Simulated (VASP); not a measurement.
Input of a VASP 6.6.1 run:

Contents of INCAR:

```
PREC = Accurate
ENCUT = 500
EDIFF = 1E-6
ISMEAR = 0
SIGMA = 0.0479
LREAL = F
LASPH = T
NELM = 120
ALGO = Normal
ISIF = 2
LWAVE = F
LCHARG = F
GGA = PE
NBANDS = 13
GGA_COMPAT = F
```

The input KPOINTS:

```
regular mesh
0
Gamma
  9 9 9
```

Contents of POSCAR:

```
RbAl
1.0
    3.8395650000      0.0000000000      0.0000000000
    0.0000000000      3.8395650000      0.0000000000
    0.0000000000      0.0000000000      3.8395650000
Rb Al
1 1
Direct
    0.5000000000      0.5000000000      0.5000000000
    0.0000000000      0.0000000000      0.0000000000
```

Potentials or basis: VASP PAW PBE potentials, release 64 (Rb_sv, Al).

Run with:

```sh
$ cat potpaw_PBE.64/Rb_sv/POTCAR potpaw_PBE.64/Al/POTCAR > POTCAR
$ mpirun -np 1 vasp_std > vasp.out
```

What does it give for the pressure?

7.5 GPa.

Predict the band gap on the k mesh.

zero (bands 6 and 7 overlap by 3.04 eV).

Caveat: the cell stands under pressure.
